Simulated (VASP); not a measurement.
# BaTiO3 (Amm2) in VASP: a series of runs, part 2 of 2

VASP 6.6.1.

### 3 Relaxation of cell and atoms, PBEsol

This run uses another cell than the first one, of 13.39 Å³/atom.

INCAR reads:

```
SYSTEM = BaTiO3
ALGO = Normal ; EDIFF = 1E-6
EDIFFG = -0.005 ; ENCUT = 600
GGA = PS ; IBRION = 2
ISIF = 3 ; ISMEAR = -1
LASPH = .True. ; LCHARG = .False.
LREAL = .False. ; LWAVE = .False.
NELM = 80 ; NSW = 80
PREC = Accurate ; SIGMA = 0.02
```

KPOINTS reads:

```
k-points
0
Gamma
  6 6 6
  0 0 0
```

POSCAR reads:

```
BaTiO3
1.0
    3.9726372491      0.0000000000      0.0000000000
    0.0000000000      2.8903542868      2.9158685419
    0.0000000000     -2.8903542868      2.9158685419
Ba Ti O
1 1 3
Direct
    0.0000000000      0.0117178196      0.0117178196
    0.5000000000      0.5279341930      0.5279341930
    0.0000000000      0.4874475652      0.4874475652
    0.5000000000      0.4932581923      0.9765222300
    0.5000000000      0.9765222300      0.4932581923
```

Potentials or basis: VASP PAW PBE potentials, release 64 (Ba_sv, Ti_sv, O).

The run is started by

```bash
$ cat potpaw_PBE.64/Ba_sv/POTCAR potpaw_PBE.64/Ti_sv/POTCAR potpaw_PBE.64/O/POTCAR > POTCAR
$ mpirun -np 1 vasp_std > vasp.out
```

OUTCAR:

```text
SYSTEM = BaTiO3
   EDIFF = 1E-6
   EDIFFG = -0.005
   ENCUT = 600
   GGA = PS
   IBRION = 2
   ISIF = 3
   ISMEAR = -1
   LASPH = .True.
   LREAL = .False.
   NELM = 80
   NSW = 80
   PREC = Accurate

 ion  position               nearest neighbor table
   1  0.000  0.012  0.012-   3 2.77   4 2.81   5 2.81   4 2.81   5 2.81   3 2.89   3 2.89   5 2.92
                             4 2.92   5 2.92   4 2.92   3 3.06   2 3.45   2 3.45   2 3.51   2 3.51
   2  0.500  0.528  0.528-   4 1.85   5 1.85   3 2.00   3 2.00   5 2.27   4 2.27   1 3.45   1 3.45
                             1 3.51   1 3.51   1 3.51   1 3.51   1 3.61   1 3.61
   3  0.000  0.487  0.487-   2 2.00   2 2.00   1 2.77   1 2.89   1 2.89   1 3.06
   4  0.500  0.493  0.977-   2 1.85   2 2.27   1 2.81   1 2.81   1 2.92   1 2.92
   5  0.500  0.977  0.493-   2 1.85   2 2.27   1 2.81   1 2.81   1 2.92   1 2.92

  LATTYP: Found a base centered orthorhombic cell.
 ALAT       =     5.7807085736
 B/A-ratio  =     1.0088273798
 C/A-ratio  =     0.6872232354

  Lattice vectors:

 A1 = (   0.0000000000,   2.8903542868,  -2.9158685419)
 A2 = (   0.0000000000,   2.8903542868,   2.9158685419)
 A3 = (   3.9726372491,   0.0000000000,   0.0000000000)

Analysis of symmetry for initial positions (statically):
=====================================================================
 Subroutine PRICEL returns:
 Original cell was already a primitive cell.

 Routine SETGRP: Setting up the symmetry group for a
 base centered orthorhombic supercell.

 Subroutine GETGRP returns: Found  4 space group operations
 (whereof  4 operations were pure point group operations)
 out of a pool of  8 trial point group operations.

The static configuration has the point symmetry C_2v.

Analysis of symmetry for dynamics (positions and initial velocities):
=====================================================================
 Subroutine PRICEL returns:
 Original cell was already a primitive cell.

 Routine SETGRP: Setting up the symmetry group for a
 base centered orthorhombic supercell.

 Subroutine GETGRP returns: Found  4 space group operations
 (whereof  4 operations were pure point group operations)
 out of a pool of  8 trial point group operations.

The dynamic configuration has the point symmetry C_2v.

 Subroutine INISYM returns: Found  4 space group operations
 (whereof  4 operations are pure point group operations),
 and found     1 'primitive' translations

----------------------------------------------------------------------------------------

                                     Primitive cell

  volume of cell :      66.9619

  direct lattice vectors                    reciprocal lattice vectors
     3.972637249  0.000000000  0.000000000     0.251721951  0.000000000  0.000000000
     0.000000000  2.890354287  2.915868542     0.000000000  0.172989174  0.171475494
     0.000000000 -2.890354287  2.915868542     0.000000000 -0.172989174  0.171475494

  length of vectors
     3.972637249  4.105659174  4.105659174     0.251721951  0.243575654  0.243575654

  position of ions in fractional coordinates (direct lattice)
     0.000000000  0.011717820  0.011717820
     0.500000000  0.527934193  0.527934193
[... 75 lines left out ...]
   ISTART =      0    job   : 0-new  1-cont  2-samecut
   ICHARG =      2    charge: 1-file 2-atom 10-const
   ISPIN  =      1    spin polarized calculation?
   LNONCOLLINEAR =      F non collinear calculations
   LSORBIT =      F    spin-orbit coupling
   LASPH  =      T    aspherical Exc in radial PAW
   ENCUT  =  600.0 eV  44.10 Ry    6.64 a.u.   7.93  8.20  8.20*2*pi/ulx,y,z
   NELM   =     80;   NELMIN=  2; NELMDL= -5     # of ELM steps
   EDIFF  = 0.1E-05   stopping-criterion for ELM
   LREAL  =      F    real-space projection
   EDIFFG = -.5E-02   stopping-criterion for IOM
   NSW    =     80    number of steps for IOM
   IBRION =      2    ionic relax: 0-MD 1-quasi-New 2-CG
   NFREE  =      1    steps in history (QN), initial steepest desc. (CG)
   ISIF   =      3    stress and relaxation
   ISYM   =      2    0-nonsym 1-usesym 2-fastsym
   POTIM  = 0.5000    time-step for ionic-motion
   TEBEG  =    0.0;   TEEND  =   0.0 temperature during run
   PSTRESS=    0.0 pullay stress
   NELECT =      40.0000    total number of electrons
   NUPDOWN=      -1.0000    fix difference up-down
   EMIN   =  10.00;   EMAX   =-10.00  energy-range for DOS
   EFERMI =   0.00;   METHOD = LEGACY
   ISMEAR =    -1;   SIGMA  =   0.02  broadening in eV -4-tet -1-fermi 0-gaus
   EFERMI_NEDOS =   21; number of points for ismear=-14 and -15
   IALGO  =     38    algorithm
   IMIX   =      4    mixing-type and parameters
     AMIX     =   0.40;   BMIX     =  1.00
     AMIX_MAG =   1.60;   BMIX_MAG =  1.00
  volume/ion in A,a.u.               =      13.39        90.38
  Fermi-wavevector in a.u.,A,eV,Ry     =   1.378750  2.605460 25.864015  1.900952
  Thomas-Fermi vector in A             =   2.503783
   LORBIT       =      0    0 simple, 1 ext, 2 COOP (PROOUT), +10 PAW based schemes
   GGA     = PS    functional components
   LHFCALC =     F    Hartree Fock is set to
   AEXX    =    0.0000 exact exchange contribution
   IVDW    =     0    specifies the selected vdW correction
   LEPSILON=     F    determine dielectric tensor
   LRPA    =     F    only Hartree local field effects (RPA)
 conjugate gradient relaxation of ions
 non-spin polarized calculation
  energy-cutoff  :      600.00
  volume of cell :       66.96
 maximum number of plane-waves:      2262
 NGX is ok and might be reduce to    32
   NGX = 15   NGY = 17   NGZ = 17

--------------------------------------- Ionic step        1  -------------------------------------------

 number of electron      39.9999995 magnetization

 Free energy of the ion-electron system (eV)
  ---------------------------------------------------
  ext. energy  EPLUGINS =         0.00000000
  ---------------------------------------------------
  free energy    TOTEN  =       -41.97871042 eV

  energy without entropy =      -41.97871042  energy(sigma->0) =      -41.97871042

------------------------ aborting loop because EDIFF is reached ----------------------------------------

  FORCE on cell =-STRESS in cart. coord.  units (eV):
  Direction    XX          YY          ZZ          XY          YZ          ZX
  --------------------------------------------------------------------------------------
  -------------------------------------------------------------------------------------
  Total       -1.8789377     -1.8133070     -1.7955186      0.0000000      0.0000000      0.0000000
  in kB      -44.9567644    -43.3864369    -42.9608195      0.0000000      0.0000000      0.0000000
  external PRESSURE =     -43.7680069 kB  Pullay stress =       0.0000000 kB
[... 98 lines left out ...]
  FREE ENERGIE OF THE ION-ELECTRON SYSTEM (eV)
  ---------------------------------------------------
  free  energy   TOTEN  =       -42.0037164607 eV

  energy  without entropy=      -42.0037164607  energy(sigma->0) =      -42.00371646

[... ionic steps 4 to 16 ...]

--------------------------------------- Ionic step       17  -------------------------------------------

 number of electron      39.9999995 magnetization

------------------------ aborting loop because EDIFF is reached ----------------------------------------
[... 73 lines left out ...]
--------------------------------------- Ionic step       19  -------------------------------------------

 number of electron      39.9999995 magnetization

 Free energy of the ion-electron system (eV)
  ---------------------------------------------------
  ext. energy  EPLUGINS =         0.00000000
  ---------------------------------------------------
  free energy    TOTEN  =       -42.01894327 eV

  energy without entropy =      -42.01894327  energy(sigma->0) =      -42.01894327

 E-fermi :   4.1232     XC(G=0): -11.5015

 val. band max:        3.6839580710   @ k =   0.5000   0.5000   0.5000
 cond. band min:       5.7806200972   @ k =   0.0000   0.0000   0.0000
 fundamental gap:      2.0966620262
 Fermi energy:         4.1232453346

 k-point     1 :       0.0000    0.0000    0.0000
  band No.  band energies     occupation
      1     -52.4418      2.00000
      2     -28.8221      2.00000
      3     -28.8177      2.00000
      4     -28.7709      2.00000
      5     -21.1070      2.00000
      6     -13.1229      2.00000
[... 637 lines left out ...]
     23       7.7177      0.00000
     24       9.3112      0.00000

 [... further k-points ...]

------------------------ aborting loop because EDIFF is reached ----------------------------------------

  FORCE on cell =-STRESS in cart. coord.  units (eV):
  Direction    XX          YY          ZZ          XY          YZ          ZX
  --------------------------------------------------------------------------------------
  -------------------------------------------------------------------------------------
  Total        0.0114550      0.0237129      0.0145927      0.0000000      0.0000000      0.0000000
  in kB        0.2861730      0.5924043      0.3645609      0.0000000      0.0000000      0.0000000
  external PRESSURE =       0.4143794 kB  Pullay stress =       0.0000000 kB
[... 20 lines left out ...]
  FREE ENERGIE OF THE ION-ELECTRON SYSTEM (eV)
  ---------------------------------------------------
  free  energy   TOTEN  =       -42.0189432715 eV

  energy  without entropy=      -42.0189432714  energy(sigma->0) =      -42.01894327

 reached required accuracy - stopping structural energy minimisation
```

OSZICAR:

```text
N       E                     dE             d eps       ncg     rms          rms(c)
DAV:   1     0.489830449560E+03    0.48983E+03   -0.23075E+04  2496   0.199E+03
DAV:   2     0.281203104617E+01   -0.48702E+03   -0.47902E+03  3072   0.519E+02
[... 147 lines left out ...]
DAV:   2    -0.420189524047E+02   -0.10456E-04   -0.17279E-04  2544   0.104E-01    0.115E-02
DAV:   3    -0.420189506838E+02    0.17209E-05   -0.10353E-05  3408   0.245E-02    0.530E-03
DAV:   4    -0.420189502386E+02    0.44514E-06   -0.21134E-06  2328   0.142E-02
  18 F= -.42018950E+02 E0= -.42018950E+02  d E =-.498642E-05
       N       E                     dE             d eps       ncg     rms          rms(c)
DAV:   1    -0.420189431787E+02    0.75051E-05   -0.22847E-05  2576   0.534E-02    0.199E-03
DAV:   2    -0.420189432715E+02   -0.92790E-07   -0.10688E-06  1752   0.849E-03
  19 F= -.42018943E+02 E0= -.42018943E+02  d E =0.198075E-05
```

CONTCAR:

```text
BaTiO3
   1.00000000000000
     3.9599121081373538    0.0000000000000000    0.0000000000000000
     0.0000000000000000    2.8398933931857333    2.8514098544910214
     0.0000000000000000   -2.8398933931857333    2.8514098544910214
  Ba              Ti              O
     1     1     3
Direct
     0.0000000000000000    0.0067491307335063    0.0067491307335063
     0.5000000000000000    0.5207206425386637    0.5207206425386637
     0.0000000000000000    0.4915096826165600    0.4915096826165600
     0.5000000000000000    0.4940381242651217    0.9838624199461473
     0.5000000000000000    0.9838624199461473    0.4940381242651217

  0.00000000E+00  0.00000000E+00  0.00000000E+00
  0.00000000E+00  0.00000000E+00  0.00000000E+00
  0.00000000E+00  0.00000000E+00  0.00000000E+00
  0.00000000E+00  0.00000000E+00  0.00000000E+00
  0.00000000E+00  0.00000000E+00  0.00000000E+00
```

Run time: 11 min. Hardware: 1 thread of Intel Xeon Platinum 8375C at 2.90GHz (Ice Lake), shared host; peak memory 0.29 GiB.

What came out:

```yaml
Free_energy: -42.0189 eV
Relaxed_volume: 12.83 Å³/atom
Relaxed_cell: a = 3.960 Å, b = 4.024 Å, c = 4.024 Å, α = 89.77°, β = 90.00°, γ = 90.00°
Space_group_after_relaxing_to_0.1_Å: Amm2 (No. 38)
Energy_gained_by_relaxing: 8.0 meV/atom
Ionic_steps: 19
Pressure_after_relaxing: 0.0 GPa
Band_gap_on_the_k_mesh: 2.10 eV (least direct gap 2.47 eV)
```

Forces on the atoms (eV/Å):
```
Ba   0.000  0.000  0.000
Ti   0.000  0.000 -0.003
O    0.000  0.000  0.002
O    0.000  0.000  0.001
O    0.000  0.000  0.001
```

Step by step:
```tsv
step	energy change (eV)	largest force (eV/Å)	pressure (GPa)	volume (Å³)
1	0.0000	0.0426	-4.38	66.96
2	-0.0003	0.6826	4.69	63.48
3	-0.0250	0.3352	-0.05	65.18
4	-0.0326	0.1061	0.01	64.74
5	-0.0336	0.1034	0.12	64.51
6	-0.0373	0.0846	-0.08	64.43
7	-0.0389	0.1024	-0.27	64.32
8	-0.0396	0.0540	0.42	64.04
9	-0.0396	0.0597	0.37	64.08
10	-0.0401	0.0199	0.13	64.12
11	-0.0402	0.0197	0.02	64.14
12	-0.0402	0.0198	0.02	64.14
13	-0.0402	0.0196	0.02	64.14
14	-0.0402	0.0123	0.00	64.15
15	-0.0402	0.0104	-0.04	64.17
16	-0.0402	0.0080	0.00	64.14
17	-0.0402	0.0094	0.01	64.14
18	-0.0402	0.0029	0.05	64.13
19	-0.0402	0.0030	0.04	64.13
```

Final structure:
```yaml
crystal:
  lattice:
    - [3.95991, 0.00000, 0.00000]
    - [0.00000, 2.83989, 2.85141]
    - [0.00000, -2.83989, 2.85141]
  atoms:
    - { symbol: Ba, position: [0.00000, 0.00675, 0.00675] }
    - { symbol: Ti, position: [0.50000, 0.52072, 0.52072] }
    - { symbol: O, position: [0.00000, 0.49151, 0.49151] }
    - { symbol: O, position: [0.50000, 0.49404, 0.98386] }
    - { symbol: O, position: [0.50000, 0.98386, 0.49404] }
```

Caveat: the PAW data sets were made with another functional, which shifts forces and pressure a little; spin-orbit coupling is left out, which moves the levels of the heavy elements.
